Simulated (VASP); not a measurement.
**Ag7Br8 (a cell with a defect): single point with PBE**

Ag7Br8 (a cell with a defect):

```
Ag Br
1.0
     0.00000    5.90003    5.90003
     5.90003    0.00000    5.90003
     5.90003    5.90003    0.00000
Ag Br
7 8
Direct
  0.99572 0.02308 0.98301
  0.97303 0.01119 0.53680
  0.98795 0.47347 0.05319
  0.00962 0.50933 0.51638
  0.49285 0.01063 0.49925
  0.51750 0.48375 0.02931
  0.51487 0.48306 0.49167
  0.25716 0.24280 0.24597
  0.21014 0.25613 0.74731
  0.30764 0.66473 0.25700
  0.19566 0.78300 0.75915
  0.77244 0.24459 0.28874
  0.70743 0.25187 0.81207
  0.76380 0.78017 0.18919
  0.75743 0.77778 0.69519
```

- Program: VASP 6.6.1
- Task: single point
- Functional: PBE
- Potentials or basis: VASP PAW PBE potentials, release 64 (Ag, Br)
- Cutoff: 520 eV
- k mesh: 1 × 1 × 1
- Occupations: fermi-dirac, width 0.05 eV
- Spin: no spin polarisation
- Dipole correction: no
- Charge: -1
- Further INCAR settings: LREAL = Auto; ALGO = Normal; EDIFF = 1e-07; NBANDS = 80; NELECT = 134.0

| Item | Value |
| --- | --- |
| Largest force | 1.387 eV/Å |

Forces on the atoms (eV/Å):
```
Ag   0.030  0.201 -0.331
Ag  -0.018  0.232  0.309
Ag   0.038 -0.064  0.481
Ag  -0.156 -0.667 -0.171
Ag  -0.093 -0.052 -0.193
Ag  -1.310 -0.157  0.042
Ag   0.596  0.406  0.122
Br   0.129  0.672 -0.349
Br   0.230  0.518 -0.379
Br   0.639  0.145  0.197
Br  -0.552 -0.032  0.015
Br  -0.250  0.603  0.047
Br   0.942 -0.998  0.200
Br   0.010  0.158  0.303
Br  -0.234 -0.963 -0.291
```

Levels at points of the mesh, in eV from the Fermi level:
```
           k point  band 65  band 66  band 67  band 68  band 69  band 70
(0.00, 0.00, 0.00)    -0.63    -0.55    -0.47     0.46     1.43     2.02
```

Run time: 50 s on 1 thread of Intel(R) Xeon(R) Platinum 8488C (Sapphire Rapids) (shared host), peak memory 0.54 GiB.

Caveat: the k points lie up to 0.92 Å⁻¹ apart; the cell carries a net charge on a neutralising background, which shifts energy and pressure; the cell is charged against a uniform background, so pressure and absolute levels hang on convention.
